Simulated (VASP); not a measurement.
Write the native input for VASP 6.6.1 that does the following.

```
Task                   : single point
Functional             : PBE
Potentials or basis    : VASP PAW PBE potentials, release 64 (Zn, Re)
Cutoff                 : 520 eV
k mesh                 : 5 × 5 × 3
Occupations            : fermi-dirac, width 0.15 eV
Spin                   : no spin polarisation
Dipole correction      : no
Further INCAR settings : ALGO = Normal; EDIFF = 1e-06; NBANDS = 16
```

The structure of ZnRe lies in POSCAR:

```
ZnRe
1.0
    2.7482000000      0.0000000000      0.0000000000
   -1.3741000000      2.3800000000      0.0000000000
    0.0000000000      0.0000000000      4.4941000000
Zn Re
1 1
Direct
    0.0000000000      0.0000000000      0.0000000000
    0.3333333333      0.6666666667      0.5000000000
```

The input as run:

INCAR

```
ALGO     = Normal         # electronic algorithm
EDIFF    = 1E-6           # SCF threshold, eV
ENCUT    = 520            # plane-wave cutoff, eV
GGA      = PE             # functional
ISIF     = 2              # what is computed and relaxed
ISMEAR   = -1             # smearing method
LASPH    = True           # aspherical terms in the spheres
LCHARG   = True           # write CHGCAR
LELF     = True           # ELF
LREAL    = False          # projectors in reciprocal space
LVHAR    = True         
LWAVE    = False          # write WAVECAR
NBANDS   = 16             # bands
NELM     = 60             # most SCF steps
PREC     = Accurate       # precision mode
SIGMA    = 0.15           # smearing width, eV
```

KPOINTS

```
k-points
0
Gamma
  5 5 3
```

Potentials or basis: VASP PAW PBE potentials, release 64 (Zn, Re).

The run is started by

```sh
$ cat potpaw_PBE.64/Zn/POTCAR potpaw_PBE.64/Re/POTCAR > POTCAR
$ mpirun -np 1 vasp_std > vasp.out
```

It gave:

- Pressure: -1.4 GPa

Caveat: the k points lie up to 0.53 Å⁻¹ apart.

Run time: 4.3 s on 1 thread of AMD EPYC 9R45 96-Core Processor (Zen 5) (shared host), peak memory 0.11 GiB.
